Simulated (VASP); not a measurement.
Crystal: Ti.

```
Ti
1.0
     4.57979    0.00000    0.00000
    -2.28990    3.96622    0.00000
     0.00000    0.00000    2.83141
Ti
3
Direct
  0.00000 0.00000 0.00000
  0.33333 0.66667 0.50000
  0.66667 0.33333 0.50000
```

This isn't the form of Ti at room conditions, which is hcp.

- Program: VASP 6.6.1
- Task: relaxation of cell and atoms
- Functional: LDA
- Potentials or basis: VASP PAW LDA potentials, release 64 (Ti_sv)
- Cutoff: 600 eV
- k mesh: 12 × 12 × 14
- Occupations: gaussian, width 0.1 eV
- Spin: no spin polarisation

At the start: pressure -8.9 GPa; volume 17.14 Å³/atom.

Question: Where does the relaxation end?

Answer: Over 11 steps the energy falls by 38.4 meV/atom and the volume is 15.82 Å³/atom (-7.7 %); space group P6/mmm (No. 191, to 0.1 Å) before and after.

The path:
```tsv
step	energy change (eV)	largest force (eV/Å)	pressure (GPa)	volume (Å³)
1	0.0000	0.0000	-8.90	51.43
2	-0.0415	0.0000	8.54	44.67
3	-0.1147	0.0000	-0.06	47.54
4	-0.1147	0.0000	0.01	47.47
5	-0.1147	0.0000	0.22	47.39
6	-0.1151	0.0000	0.28	47.39
7	-0.1151	0.0000	0.28	47.38
8	-0.1152	0.0000	-0.02	47.56
9	-0.1152	0.0000	-0.17	47.55
10	-0.1152	0.0000	-0.06	47.49
11	-0.1152	0.0000	0.03	47.46
```

Final structure:
```
Ti
1.0
     4.44836    0.00000    0.00000
    -2.22418    3.85239    0.00000
     0.00000    0.00000    2.76944
Ti
3
Direct
  0.00000 0.00000 0.00000
  0.33333 0.66667 0.50000
  0.66667 0.33333 0.50000
```
